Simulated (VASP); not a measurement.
# Ni3O4 (Cmmm) in VASP: notebook

Runs on Ni3O4. Level: PBEsol. Tasks: single point.

All numbers are computed with VASP 6.6.1; they aren't measurements. Logs are shortened: lines on timing, memory, paths and dates and some standing lists are left out, and cuts for length are marked.

### 1 The cell of the first run

The structure is orthorhombic, space group Cmmm (No. 65). Conventional cell: a = 5.673 Å, b = 7.612 Å, c = 2.933 Å, α = 90.00°, β = 90.00°, γ = 90.00°. Ni (site symmetry 2/m) has 6 O at 1.92 to 2.04 Å within 2.5 Å. Ni (site symmetry mmm) has 6 O at 1.81 to 1.90 Å within 2.4 Å. Within 2.5 Å of O (site symmetry 2mm) lie 4 Ni at 1.90 to 1.92 Å and 1 O at 2.41 Å. Within 2.4 Å of O (site symmetry m2m) lie 5 Ni at 1.81 to 2.04 Å.

### 2 Single point, PBEsol (strain -0.030 along x and y, +0.030 along z)

INCAR reads:

```
PREC = Accurate
ENCUT = 700
EDIFF = 1E-6
ISMEAR = 0
SIGMA = 0.15
LREAL = F
LASPH = T
NELM = 120
ALGO = Normal
ISIF = 2
LWAVE = F
LCHARG = T
GGA = PS
LELF = T
LVHAR = T
NBANDS = 48
GGA_COMPAT = F
```

KPOINTS reads:

```
regular mesh
0
Gamma
  8 8 14
```

POSCAR reads:

```
Ni3O4
1.0
    2.8365053875     -3.8061089693      0.0000000000
    2.8365053875      3.8061089693      0.0000000000
    0.0000000000      0.0000000000      2.9326825337
Ni O
3 4
Direct
    0.5000000000      0.0000000000      0.5000000000
    0.0000000000      0.5000000000      0.5000000000
    0.0000000000      0.0000000000      0.0000000000
    0.7878888826      0.7878888826      0.5000000000
    0.2121111174      0.2121111174      0.5000000000
    0.2371644473      0.7628355527      0.0000000000
    0.7628355527      0.2371644473      0.0000000000
```

Potentials or basis: VASP PAW PBE potentials, release 64 (Ni_sv_GW, O).

Command:

```sh
$ cat potpaw_PBE.64/Ni_sv_GW/POTCAR potpaw_PBE.64/O/POTCAR > POTCAR
$ mpirun -np 1 vasp_std > vasp.out
```

OUTCAR:

```text
PREC = Accurate
   ENCUT = 700
   EDIFF = 1E-6
   ISMEAR = 0
   LREAL = F
   LASPH = T
   NELM = 120
   ISIF = 2
   GGA = PS

 ion  position               nearest neighbor table
   1  0.500  0.000  0.500-   4 1.92   5 1.92   6 2.04   7 2.04   6 2.04   7 2.04
   2  0.000  0.500  0.500-   4 1.92   5 1.92   6 2.04   7 2.04   6 2.04   7 2.04
   3  0.000  0.000  0.000-   6 1.81   7 1.81   4 1.90   5 1.90   4 1.90   5 1.90
   4  0.788  0.788  0.500-   3 1.90   3 1.90   1 1.92   2 1.92
   5  0.212  0.212  0.500-   3 1.90   3 1.90   1 1.92   2 1.92
   6  0.237  0.763  0.000-   3 1.81   2 2.04   1 2.04   1 2.04   2 2.04
   7  0.763  0.237  0.000-   3 1.81   2 2.04   1 2.04   1 2.04   2 2.04

  LATTYP: Found a base centered orthorhombic cell.
 ALAT       =     5.6730107750
 B/A-ratio  =     1.3418303332
 C/A-ratio  =     0.5169534573

  Lattice vectors:

 A1 = (   2.8365053875,  -3.8061089693,   0.0000000000)
 A2 = (   2.8365053875,   3.8061089693,   0.0000000000)
 A3 = (   0.0000000000,   0.0000000000,   2.9326825337)

Analysis of symmetry for initial positions (statically):
=====================================================================
 Subroutine PRICEL returns:
 Original cell was already a primitive cell.

 Routine SETGRP: Setting up the symmetry group for a
 base centered orthorhombic supercell.

 Subroutine GETGRP returns: Found  8 space group operations
 (whereof  8 operations were pure point group operations)
 out of a pool of  8 trial point group operations.

The static configuration has the point symmetry D_2h.

Analysis of symmetry for dynamics (positions and initial velocities):
=====================================================================
 Subroutine PRICEL returns:
 Original cell was already a primitive cell.

 Routine SETGRP: Setting up the symmetry group for a
 base centered orthorhombic supercell.

 Subroutine GETGRP returns: Found  8 space group operations
 (whereof  8 operations were pure point group operations)
 out of a pool of  8 trial point group operations.

The dynamic configuration has the point symmetry D_2h.

 Subroutine INISYM returns: Found  8 space group operations
 (whereof  8 operations are pure point group operations),
 and found     1 'primitive' translations

----------------------------------------------------------------------------------------

                                     Primitive cell

  volume of cell :      63.3228

  direct lattice vectors                    reciprocal lattice vectors
     2.836505387 -3.806108969  0.000000000     0.176273242 -0.131367757  0.000000000
     2.836505387  3.806108969  0.000000000     0.176273242  0.131367757  0.000000000
     0.000000000  0.000000000  2.932682534     0.000000000  0.000000000  0.340984743

  length of vectors
     4.746812436  4.746812436  2.932682534     0.219840268  0.219840268  0.340984743

  position of ions in fractional coordinates (direct lattice)
     0.500000000  1.000000000  0.500000000
     1.000000000  0.500000000  0.500000000
     0.000000000  0.000000000  0.000000000
     0.787888883  0.787888883  0.500000000
     0.212111117  0.212111117  0.500000000
     0.237164447  0.762835553  0.000000000
     0.762835553  0.237164447  0.000000000

  ion indices of the primitive-cell ions
   primitive index   ion index
                 1           1
                 2           2
                 3           3
                 4           4
                 5           5
                 6           6
                 7           7

----------------------------------------------------------------------------------------

 KPOINTS: regular mesh

Automatic generation of k-mesh.
 Grid dimensions read from file:
 generate k-points for:    8    8   14

 Generating k-lattice:

  Cartesian coordinates                     Fractional coordinates (reciprocal lattice)
     0.022034155 -0.016420970  0.000000000     0.125000000 -0.000000000  0.000000000
     0.022034155  0.016420970  0.000000000    -0.000000000  0.125000000  0.000000000
     0.000000000  0.000000000  0.024356053     0.000000000  0.000000000  0.071428571

  Length of vectors
     0.027480034  0.027480034  0.024356053

  Shift w.r.t. Gamma in fractional coordinates (k-lattice)
     0.000000000  0.000000000  0.000000000

 Subroutine IBZKPT returns following result:
 ===========================================

 Found    168 irreducible k-points:

 Following reciprocal coordinates:
            Coordinates               Weight
  0.000000  0.000000  0.000000      1.000000
  0.125000  0.000000  0.000000      4.000000
  0.250000  0.000000  0.000000      4.000000
  0.375000 -0.000000  0.000000      4.000000
  0.500000  0.000000  0.000000      2.000000
  0.125000  0.125000  0.000000      2.000000
[... 16 lines left out ...]
  0.125000  0.000000  0.071429      8.000000
  0.250000  0.000000  0.071429      8.000000
 [... further k-points ...]
   k-points           NKPTS =    168   k-points in BZ     NKDIM =    168   number of bands    NBANDS=     48
   number of dos      NEDOS =    301   number of ions     NIONS =      7
   total plane-waves  NPLWV =  49392
   dimension x,y,z NGX =    42 NGY =   42 NGZ =   28
   dimension x,y,z NGXF=    84 NGYF=   84 NGZF=   56
   ions per type =               3   4
   NGX,Y,Z   is equivalent  to a cutoff of  14.71, 14.71, 15.87 a.u.
   NGXF,Y,Z  is equivalent  to a cutoff of  29.42, 29.42, 31.74 a.u.
 SYSTEM =  unknown system
   PREC   = accura    normal or accurate (medium, high low for compatibility)
   ISTART =      0    job   : 0-new  1-cont  2-samecut
   ICHARG =      2    charge: 1-file 2-atom 10-const
   ISPIN  =      1    spin polarized calculation?
   LNONCOLLINEAR =      F non collinear calculations
   LSORBIT =      F    spin-orbit coupling
   LASPH  =      T    aspherical Exc in radial PAW
   ENCUT  =  700.0 eV  51.45 Ry    7.17 a.u.  10.24 10.24  6.33*2*pi/ulx,y,z
   NELM   =    120;   NELMIN=  2; NELMDL= -5     # of ELM steps
   EDIFF  = 0.1E-05   stopping-criterion for ELM
   LREAL  =      F    real-space projection
[... 7 lines left out ...]
   TEBEG  =    0.0;   TEEND  =   0.0 temperature during run
   PSTRESS=    0.0 pullay stress
   NELECT =      78.0000    total number of electrons
   NUPDOWN=      -1.0000    fix difference up-down
   EMIN   =  10.00;   EMAX   =-10.00  energy-range for DOS
   EFERMI =   0.00;   METHOD = LEGACY
   ISMEAR =     0;   SIGMA  =   0.15  broadening in eV -4-tet -1-fermi 0-gaus
   EFERMI_NEDOS =   21; number of points for ismear=-14 and -15
   IALGO  =     38    algorithm
   IMIX   =      4    mixing-type and parameters
     AMIX     =   0.40;   BMIX     =  1.00
     AMIX_MAG =   1.60;   BMIX_MAG =  1.00
  volume/ion in A,a.u.               =       9.05        61.05
  Fermi-wavevector in a.u.,A,eV,Ry     =   1.754903  3.316285 41.901643  3.079684
  Thomas-Fermi vector in A             =   2.824753
   LORBIT       =      0    0 simple, 1 ext, 2 COOP (PROOUT), +10 PAW based schemes
   GGA     = PS    functional components
   LHFCALC =     F    Hartree Fock is set to
   AEXX    =    0.0000 exact exchange contribution
   IVDW    =     0    specifies the selected vdW correction
   LEPSILON=     F    determine dielectric tensor
   LRPA    =     F    only Hartree local field effects (RPA)
 non-spin polarized calculation
 Gauss-broadening in eV      SIGMA  =   0.15
  energy-cutoff  :      700.00
  volume of cell :       63.32
 maximum number of plane-waves:      2696
 NGX is ok and might be reduce to    42
   NGX = 21   NGY = 21   NGZ = 13

 number of electron      77.9999978 magnetization

 Free energy of the ion-electron system (eV)
  ---------------------------------------------------
  ext. energy  EPLUGINS =         0.00000000
  ---------------------------------------------------
  free energy    TOTEN  =       -46.98709855 eV

  energy without entropy =      -46.93156310  energy(sigma->0) =      -46.95933083

 E-fermi :   6.1414     XC(G=0): -12.7611

 val. band max:        6.1402657562   @ k =  -0.1250   0.1250   0.3571
 cond. band min:       6.1425248227   @ k =   0.3750   0.1250   0.4286
 fundamental gap:      0.0022590665
 Fermi energy:         6.1413623259

 k-point     1 :       0.0000    0.0000    0.0000
  band No.  band energies     occupation
      1     -98.6215      2.00000
      2     -97.0169      2.00000
      3     -97.0152      2.00000
      4     -59.3557      2.00000
      5     -59.1605      2.00000
      6     -58.9337      2.00000
[... 40 lines left out ...]
     47      15.2943      0.00000
     48      18.0113      0.00000

 k-point     2 :       0.1250    0.0000    0.0000
  band No.  band energies     occupation
      1     -98.6216      2.00000
      2     -97.0169      2.00000
      3     -97.0153      2.00000
      4     -59.3557      2.00000
      5     -59.1605      2.00000
      6     -58.9337      2.00000
[... 40 lines left out ...]
     47      15.4575      0.00000
     48      17.9931      0.00000

 k-point     3 :       0.2500    0.0000    0.0000
  band No.  band energies     occupation
      1     -98.6215      2.00000
      2     -97.0167      2.00000
      3     -97.0155      2.00000
      4     -59.3556      2.00000
      5     -59.1604      2.00000
      6     -58.9337      2.00000
[... 40 lines left out ...]
     47      15.8111      0.00000
     48      17.8346      0.00000

 k-point     4 :       0.3750   -0.0000    0.0000
  band No.  band energies     occupation
      1     -98.6215      2.00000
      2     -97.0164      2.00000
      3     -97.0158      2.00000
      4     -59.3555      2.00000
      5     -59.1604      2.00000
      6     -58.9336      2.00000
[... 958 lines left out ...]
     47      15.4377      0.00000
     48      17.9333      0.00000

 k-point    23 :       0.1250    0.0000    0.0714
  band No.  band energies     occupation
      1     -98.6215      2.00000
      2     -97.0168      2.00000
      3     -97.0152      2.00000
      4     -59.3556      2.00000
      5     -59.1615      2.00000
      6     -58.9335      2.00000
[... 40 lines left out ...]
     47      15.6004      0.00000
     48      17.8692      0.00000

 k-point    24 :       0.2500    0.0000    0.0714
  band No.  band energies     occupation
      1     -98.6215      2.00000
      2     -97.0166      2.00000
      3     -97.0155      2.00000
      4     -59.3555      2.00000
      5     -59.1615      2.00000
      6     -58.9335      2.00000
[... 40 lines left out ...]
     47      15.9458      0.00000
     48      17.7984      0.00000

 [... further k-points ...]

------------------------ aborting loop because EDIFF is reached ----------------------------------------

  FORCE on cell =-STRESS in cart. coord.  units (eV):
  Direction    XX          YY          ZZ          XY          YZ          ZX
  --------------------------------------------------------------------------------------
  -------------------------------------------------------------------------------------
  Total        2.7593379      5.3088019      0.4089717      0.0000000      0.0000000      0.0000000
  in kB       69.8161006    134.3220228     10.3477041      0.0000000      0.0000000      0.0000000
  external PRESSURE =      71.4952758 kB  Pullay stress =       0.0000000 kB

 VOLUME and BASIS-vectors are now :
 -----------------------------------------------------------------------------
  energy-cutoff  :      700.00
  volume of cell :       63.32
      direct lattice vectors                 reciprocal lattice vectors
     2.836505387 -3.806108969  0.000000000     0.176273242 -0.131367757  0.000000000
     2.836505387  3.806108969  0.000000000     0.176273242  0.131367757  0.000000000
     0.000000000  0.000000000  2.932682534     0.000000000  0.000000000  0.340984743

 POSITION                                       TOTAL-FORCE (eV/Angst)
 -----------------------------------------------------------------------------------
      1.41825     -1.90305      1.46634        -0.000000     -0.000000      0.000000
      1.41825      1.90305      1.46634        -0.000000      0.000000      0.000000
      0.00000      0.00000      0.00000        -0.000000      0.000000      0.000000
      4.46970      0.00000      1.46634        -0.322739      0.000000     -0.000000
      1.20331      0.00000      1.46634         0.322739      0.000000      0.000000
      2.83651      2.00076      0.00000        -0.000000     -0.726752      0.000000
      2.83651     -2.00076      0.00000        -0.000000      0.726752      0.000000
 -----------------------------------------------------------------------------------
    total drift:                                0.000000      0.000000     -0.000000

  FREE ENERGIE OF THE ION-ELECTRON SYSTEM (eV)
  ---------------------------------------------------
  free  energy   TOTEN  =       -46.9870985491 eV

  energy  without entropy=      -46.9315631045  energy(sigma->0) =      -46.95933083
```

Run time: 9.2 min. Hardware: 1 thread of Intel Xeon 6975P-C (Granite Rapids), shared host; peak memory 0.72 GiB.

Results:

| Item | Value |
| --- | --- |
| Free energy | -46.9871 eV |
| Pressure | 7.1 GPa |
| Largest force | 0.727 eV/Å |
| Band gap on the k mesh | zero (bands 39 and 40 overlap by 0.38 eV) |

Forces in eV/Å, atoms in the order of the input:
```
Ni   0.000  0.000  0.000
Ni   0.000  0.000  0.000
Ni   0.000  0.000  0.000
O   -0.323  0.000  0.000
O    0.323  0.000  0.000
O    0.000 -0.727  0.000
O    0.000  0.727  0.000
```

Stress tensor (GPa, compression positive):
```
 6.98  0.00  0.00
 0.00 13.43  0.00
 0.00  0.00  1.03
```

Caveat: the cell differs from its parent crystal (strain -0.030 along x and y, +0.030 along z); the stress differs along the axes, from 1 to 13 GPa; the PAW data sets were made with another functional, which shifts forces and pressure a little; the run has no spin polarisation, though such a crystal can be magnetic; semilocal functionals often make such compounds metallic where correlation or magnetic order opens a gap, which also shifts bond lengths. Spin polarisation is off, so any magnetic state and its effect on volume and gap are missing.

(Continued in part 2 of 2.)
